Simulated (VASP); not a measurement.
# BeTe (F-43m) in VASP: notebook

The runs below take BeTe through single point, relaxation of cell and atoms, with PBE, revPBE+D4, revPBE+D3(BJ).

Everything below comes from runs of VASP 6.6.1. Logs are shortened: lines on timing, memory, paths and dates and some standing lists are left out, and cuts for length are marked.

### 1 The cell of the first run

The structure is cubic, space group F-43m (No. 216). The conventional cell has a = 5.540 Å, b = 5.540 Å, c = 5.540 Å, α = 90.00°, β = 90.00°, γ = 90.00°. Within 3.2 Å of Te (site symmetry -43m) lie 4 Be at 2.40 Å. Within 3.2 Å of Be (site symmetry -43m) lie 4 Te at 2.40 Å.

### 2 Single point, PBE

INCAR

```
SYSTEM = BeTe
  ALGO = Normal
  EDIFF = 1E-6
  ENCUT = 600
  GGA = PE
  GGA_COMPAT = .FALSE.
  ISIF = 2
  ISMEAR = -1
  LASPH = .TRUE.
  LCHARG = .FALSE.
  LREAL = .FALSE.
  LWAVE = .FALSE.
  NBANDS = 11
  NELM = 120
  PREC = Accurate
  SIGMA = 0.02
```

KPOINTS

```
k-points
0
G
  5 5 5
  0 0 0
```

POSCAR

```
BeTe
1.0
    0.0000000000      2.7700000000      2.7700000000
    2.7700000000      0.0000000000      2.7700000000
    2.7700000000      2.7700000000      0.0000000000
Te Be
1 1
Direct
    0.7500000000      0.7500000000      0.7500000000
    0.0000000000      0.0000000000      0.0000000000
```

Potentials or basis: VASP PAW PBE potentials, release 64 (Te, Be).

Command:

```console
> cat potpaw_PBE.64/Te/POTCAR potpaw_PBE.64/Be/POTCAR > POTCAR
> mpirun -np 1 vasp_std > vasp.out
```

OUTCAR:

```text
SYSTEM = BeTe
   EDIFF = 1E-6
   ENCUT = 600
   GGA = PE
   ISIF = 2
   ISMEAR = -1
   LASPH = .TRUE.
   LREAL = .FALSE.
   NELM = 120
   PREC = Accurate

 ion  position               nearest neighbor table
   1  0.750  0.750  0.750-   2 2.40   2 2.40   2 2.40   2 2.40
   2  0.000  0.000  0.000-   1 2.40   1 2.40   1 2.40   1 2.40

  LATTYP: Found a face centered cubic cell.
 ALAT       =     5.5400000000

  Lattice vectors:

 A1 = (   0.0000000000,   2.7700000000,   2.7700000000)
 A2 = (   2.7700000000,   0.0000000000,   2.7700000000)
 A3 = (   2.7700000000,   2.7700000000,   0.0000000000)

Analysis of symmetry for initial positions (statically):
=====================================================================
 Subroutine PRICEL returns:
 Original cell was already a primitive cell.

 Routine SETGRP: Setting up the symmetry group for a
 face centered cubic supercell.

 Subroutine GETGRP returns: Found 24 space group operations
 (whereof 24 operations were pure point group operations)
 out of a pool of 48 trial point group operations.

The static configuration has the point symmetry T_d .

Analysis of symmetry for dynamics (positions and initial velocities):
=====================================================================
 Subroutine PRICEL returns:
 Original cell was already a primitive cell.

 Routine SETGRP: Setting up the symmetry group for a
 face centered cubic supercell.

 Subroutine GETGRP returns: Found 24 space group operations
 (whereof 24 operations were pure point group operations)
 out of a pool of 48 trial point group operations.

The dynamic configuration has the point symmetry T_d .

 Subroutine INISYM returns: Found 24 space group operations
 (whereof 24 operations are pure point group operations),
 and found     1 'primitive' translations

----------------------------------------------------------------------------------------

                                     Primitive cell

  volume of cell :      42.5079

  direct lattice vectors                    reciprocal lattice vectors
     0.000000000  2.770000000  2.770000000    -0.180505415  0.180505415  0.180505415
     2.770000000  0.000000000  2.770000000     0.180505415 -0.180505415  0.180505415
     2.770000000  2.770000000  0.000000000     0.180505415  0.180505415 -0.180505415

  length of vectors
     3.917371568  3.917371568  3.917371568     0.312644550  0.312644550  0.312644550

  position of ions in fractional coordinates (direct lattice)
     0.750000000  0.750000000  0.750000000
     0.000000000  0.000000000  0.000000000

  ion indices of the primitive-cell ions
   primitive index   ion index
                 1           1
                 2           2

----------------------------------------------------------------------------------------

 KPOINTS: k-points

Automatic generation of k-mesh.
 Grid dimensions read from file:
 generate k-points for:    5    5    5

 Generating k-lattice:

  Cartesian coordinates                     Fractional coordinates (reciprocal lattice)
    -0.036101083  0.036101083  0.036101083     0.200000000  0.000000000  0.000000000
     0.036101083 -0.036101083  0.036101083     0.000000000  0.200000000  0.000000000
     0.036101083  0.036101083 -0.036101083     0.000000000  0.000000000  0.200000000

  Length of vectors
     0.062528910  0.062528910  0.062528910

  Shift w.r.t. Gamma in fractional coordinates (k-lattice)
     0.000000000  0.000000000  0.000000000

 Subroutine IBZKPT returns following result:
 ===========================================

 Found     10 irreducible k-points:

 Following reciprocal coordinates:
            Coordinates               Weight
  0.000000  0.000000  0.000000      1.000000
  0.200000  0.000000  0.000000      8.000000
  0.400000  0.000000  0.000000      8.000000
  0.200000  0.200000  0.000000      6.000000
  0.400000  0.200000  0.000000     24.000000
 -0.400000  0.200000  0.000000     24.000000
 -0.200000  0.200000  0.000000     12.000000
  0.400000  0.400000  0.000000      6.000000
 -0.400000  0.400000  0.000000     12.000000
 -0.400000  0.400000  0.200000     24.000000
   k-points           NKPTS =     10   k-points in BZ     NKDIM =     10   number of bands    NBANDS=     11
   number of dos      NEDOS =    301   number of ions     NIONS =      2
   total plane-waves  NPLWV =  32768
   dimension x,y,z NGX =    32 NGY =   32 NGZ =   32
   dimension x,y,z NGXF=    64 NGYF=   64 NGZF=   64
   ions per type =               1   1
   NGX,Y,Z   is equivalent  to a cutoff of  13.58, 13.58, 13.58 a.u.
   NGXF,Y,Z  is equivalent  to a cutoff of  27.16, 27.16, 27.16 a.u.
 SYSTEM =  BeTe
   PREC   = accura    normal or accurate (medium, high low for compatibility)
   ISTART =      0    job   : 0-new  1-cont  2-samecut
   ICHARG =      2    charge: 1-file 2-atom 10-const
   ISPIN  =      1    spin polarized calculation?
   LNONCOLLINEAR =      F non collinear calculations
   LSORBIT =      F    spin-orbit coupling
   LASPH  =      T    aspherical Exc in radial PAW
   ENCUT  =  600.0 eV  44.10 Ry    6.64 a.u.   7.82  7.82  7.82*2*pi/ulx,y,z
   NELM   =    120;   NELMIN=  2; NELMDL= -5     # of ELM steps
   EDIFF  = 0.1E-05   stopping-criterion for ELM
   LREAL  =      F    real-space projection
   EDIFFG = 0.1E-04   stopping-criterion for IOM
   NSW    =      0    number of steps for IOM
   IBRION =     -1    ionic relax: 0-MD 1-quasi-New 2-CG
   NFREE  =      0    steps in history (QN), initial steepest desc. (CG)
   ISIF   =      2    stress and relaxation
   ISYM   =      2    0-nonsym 1-usesym 2-fastsym
   POTIM  = 0.5000    time-step for ionic-motion
   TEBEG  =    0.0;   TEEND  =   0.0 temperature during run
   PSTRESS=    0.0 pullay stress
   NELECT =       8.0000    total number of electrons
   NUPDOWN=      -1.0000    fix difference up-down
   EMIN   =  10.00;   EMAX   =-10.00  energy-range for DOS
   EFERMI =   0.00;   METHOD = LEGACY
   ISMEAR =    -1;   SIGMA  =   0.02  broadening in eV -4-tet -1-fermi 0-gaus
   EFERMI_NEDOS =   21; number of points for ismear=-14 and -15
   IALGO  =     38    algorithm
   IMIX   =      4    mixing-type and parameters
     AMIX     =   0.40;   BMIX     =  1.00
     AMIX_MAG =   1.60;   BMIX_MAG =  1.00
  volume/ion in A,a.u.               =      21.25       143.43
  Fermi-wavevector in a.u.,A,eV,Ry     =   0.938170  1.772885 11.975354  0.880164
  Thomas-Fermi vector in A             =   2.065355
   LORBIT       =      0    0 simple, 1 ext, 2 COOP (PROOUT), +10 PAW based schemes
   GGA     = PE    functional components
   LHFCALC =     F    Hartree Fock is set to
   AEXX    =    0.0000 exact exchange contribution
   IVDW    =     0    specifies the selected vdW correction
   LEPSILON=     F    determine dielectric tensor
   LRPA    =     F    only Hartree local field effects (RPA)
 non-spin polarized calculation
  energy-cutoff  :      600.00
  volume of cell :       42.51
 maximum number of plane-waves:      1430
   NGX = 15   NGY = 15   NGZ = 15

 number of electron       8.0000000 magnetization

 Free energy of the ion-electron system (eV)
  ---------------------------------------------------
  ext. energy  EPLUGINS =         0.00000000
  ---------------------------------------------------
  free energy    TOTEN  =        -7.56177932 eV

  energy without entropy =       -7.56177932  energy(sigma->0) =       -7.56177932

 E-fermi :   6.1590     XC(G=0):  -9.2522

 val. band max:        5.6721860438   @ k =   0.0000   0.0000   0.0000
 cond. band min:       7.6354947128   @ k =   0.4000   0.4000   0.0000
 fundamental gap:      1.9633086689
 Fermi energy:         6.1589585497

 k-point     1 :       0.0000    0.0000    0.0000
  band No.  band energies     occupation
      1      -6.9623      2.00000
      2       5.6722      2.00000
      3       5.6722      2.00000
      4       5.6722      2.00000
      5       9.2322      0.00000
      6       9.2322      0.00000
      7       9.2322      0.00000
      8       9.8631      0.00000
      9      14.0566      0.00000
     10      16.0159      0.00000
     11      16.0159      0.00000

 k-point     2 :       0.2000    0.0000    0.0000
  band No.  band energies     occupation
      1      -6.5672      2.00000
      2       3.0042      2.00000
      3       5.1283      2.00000
      4       5.1283      2.00000
      5       9.1763      0.00000
      6       9.9712      0.00000
      7       9.9712      0.00000
      8      12.2760      0.00000
      9      14.6901      0.00000
     10      14.6901      0.00000
     11      14.7580      0.00000

 k-point     3 :       0.4000    0.0000    0.0000
  band No.  band energies     occupation
      1      -5.6931      2.00000
      2       0.2541      2.00000
      3       4.5350      2.00000
      4       4.5350      2.00000
      5       8.9167      0.00000
      6      10.2636      0.00000
      7      10.2636      0.00000
      8      13.5238      0.00000
      9      16.0175      0.00000
     10      16.1998      0.00000
     11      16.1998      0.00000

 k-point     4 :       0.2000    0.2000    0.0000
  band No.  band energies     occupation
      1      -6.4338      2.00000
      2       3.4295      2.00000
      3       4.2708      2.00000
      4       4.2708      2.00000
      5       8.4457      0.00000
      6      10.6886      0.00000
      7      11.4101      0.00000
      8      11.4101      0.00000
      9      13.9265      0.00000
     10      15.8621      0.00000
     11      16.6501      0.00000

 k-point     5 :       0.4000    0.2000    0.0000
  band No.  band energies     occupation
      1      -5.6865      2.00000
      2       1.1326      2.00000
      3       3.3752      2.00000
      4       3.7225      2.00000
      5       8.7479      0.00000
      6      10.8892      0.00000
      7      11.6649      0.00000
      8      12.1286      0.00000
      9      16.3549      0.00000
     10      16.8617      0.00000
     11      17.4920      0.00000

 k-point     6 :      -0.4000    0.2000    0.0000
  band No.  band energies     occupation
      1      -5.2827      2.00000
      2       0.2423      2.00000
      3       2.6078      2.00000
      4       3.9819      2.00000
      5       9.0896      0.00000
      6      11.3823      0.00000
      7      11.5243      0.00000
      8      13.8278      0.00000
      9      14.8737      0.00000
     10      15.7440      0.00000
     11      17.6289      0.00000

 k-point     7 :      -0.2000    0.2000    0.0000
  band No.  band energies     occupation
      1      -5.9869      2.00000
      2       1.7532      2.00000
      3       3.0327      2.00000
      4       4.8403      2.00000
      5       9.7649      0.00000
      6      10.5021      0.00000
      7      11.1537      0.00000
      8      12.1196      0.00000
      9      13.7551      0.00000
     10      16.1578      0.00000
     11      17.1785      0.00000

 k-point     8 :       0.4000    0.4000    0.0000
  band No.  band energies     occupation
      1      -5.2373      2.00000
      2       0.7706      2.00000
      3       3.0042      2.00000
      4       3.0042      2.00000
      5       7.6355      0.00000
      6       8.5643      0.00000
      7      14.7510      0.00000
      8      14.7510      0.00000
      9      16.9362      0.00000
     10      18.5557      0.00000
     11      18.7821      0.00000

 k-point     9 :      -0.4000    0.4000    0.0000
  band No.  band energies     occupation
      1      -4.9437      2.00000
      2       0.5472      2.00000
      3       1.7806      2.00000
      4       3.1190      2.00000
      5       8.1160      0.00000
      6      10.0687      0.00000
      7      14.2662      0.00000
      8      14.5495      0.00000
      9      15.6272      0.00000
     10      16.8380      0.00000
     11      19.2772      0.00000

 k-point    10 :      -0.4000    0.4000    0.2000
  band No.  band energies     occupation
      1      -5.0923      2.00000
      2       0.7915      2.00000
      3       1.9107      2.00000
      4       2.8756      2.00000
      5      10.1078      0.00000
      6      10.6365      0.00000
      7      11.2554      0.00000
      8      14.0465      0.00000
      9      15.3788      0.00000
     10      17.1227      0.00000
     11      19.1644      0.00000

------------------------ aborting loop because EDIFF is reached ----------------------------------------

  FORCE on cell =-STRESS in cart. coord.  units (eV):
  Direction    XX          YY          ZZ          XY          YZ          ZX
  --------------------------------------------------------------------------------------
  -------------------------------------------------------------------------------------
  Total        1.2227079      1.2227079      1.2227079      0.0000000      0.0000000      0.0000000
  in kB       46.0854686     46.0854686     46.0854686      0.0000000      0.0000000      0.0000000
  external PRESSURE =      46.0854686 kB  Pullay stress =       0.0000000 kB

 VOLUME and BASIS-vectors are now :
 -----------------------------------------------------------------------------
  energy-cutoff  :      600.00
  volume of cell :       42.51
      direct lattice vectors                 reciprocal lattice vectors
     0.000000000  2.770000000  2.770000000    -0.180505415  0.180505415  0.180505415
     2.770000000  0.000000000  2.770000000     0.180505415 -0.180505415  0.180505415
     2.770000000  2.770000000  0.000000000     0.180505415  0.180505415 -0.180505415

 POSITION                                       TOTAL-FORCE (eV/Angst)
 -----------------------------------------------------------------------------------
      4.15500      4.15500      4.15500        -0.000000     -0.000000     -0.000000
      0.00000      0.00000      0.00000         0.000000      0.000000      0.000000
 -----------------------------------------------------------------------------------
    total drift:                               -0.000000     -0.000000     -0.000000

  FREE ENERGIE OF THE ION-ELECTRON SYSTEM (eV)
  ---------------------------------------------------
  free  energy   TOTEN  =        -7.5617793153 eV

  energy  without entropy=       -7.5617793153  energy(sigma->0) =       -7.56177932
```

It took 8 s on 1 thread of AMD EPYC 7R43 (Zen 3), shared host; peak memory 0.14 GiB.

Results:

```
Free energy            : -7.5618 eV
Pressure               : 4.6 GPa
Band gap on the k mesh : 1.96 eV (least direct gap 3.56 eV)
```

Caveat: the cell stands under pressure; spin-orbit coupling is left out, which moves the levels of the heavy elements; an odd mesh through Γ misses points on the zone boundary, where band edges can lie. Expect the measured gap to be larger: semilocal functionals such as PBE lack the derivative discontinuity.

### 3 Single point, revPBE+D4

This run uses another cell than the first one, of 21.68 Å³/atom.

INCAR

```
SYSTEM = BeTe
ALGO = Normal ; EDIFF = 1E-6
ENCUT = 600 ; GGA = RE
GGA_COMPAT = .False. ; ISIF = 2
ISMEAR = -1 ; IVDW = 13
LASPH = .True. ; LCHARG = .False.
LREAL = .False. ; LWAVE = .False.
NBANDS = 11 ; NELM = 120
PREC = Accurate ; SIGMA = 0.05
```

KPOINTS

```
k-points
0
Gamma
  8 8 8
  0 0 0
```

POSCAR

```
BeTe
1.0
    0.0000000000      2.7882265704      2.7882265704
    2.7882265704      0.0000000000      2.7882265704
    2.7882265704      2.7882265704      0.0000000000
Te Be
1 1
Direct
    0.7500000000      0.7500000000      0.7500000000
    0.0000000000      0.0000000000      0.0000000000
```

Potentials or basis: VASP PAW PBE potentials, release 64 (Te, Be).

Command:

```console
> cat potpaw_PBE.64/Te/POTCAR potpaw_PBE.64/Be/POTCAR > POTCAR
> mpirun -np 1 vasp_std > vasp.out
```

Run time: 15 s. Hardware: 1 thread of AMD EPYC 7R43 (Zen 3), shared host; peak memory 0.14 GiB.

It converged, with:

| Item | Value |
| --- | --- |
| Free energy | -8.2000 eV |
| Pressure | 0.1 GPa |
| Band gap on the k mesh | 1.96 eV (least direct gap 3.61 eV) |
| Dispersion energy per atom | -0.558 eV |

Levels at points of the mesh, in eV from the valence-band top:
```tsv
k point	band 2	band 3	band 4	band 5	band 6	band 7
(0.00, 0.00, 0.00)	0.00	0.00	0.00	3.61	3.61	3.61
(0.50, 0.00, 0.00)	-5.72	-1.18	-1.18	3.19	4.60	4.60
(0.50, 0.50, 0.00)	-5.28	-2.75	-2.75	1.96	2.65	9.95
```

Caveat: the PAW data sets were made with another functional, which shifts forces and pressure a little; spin-orbit coupling is left out, which moves the levels of the heavy elements. Expect the measured gap to be larger: semilocal functionals such as revPBE lack the derivative discontinuity.

[end of part 1 of 2]
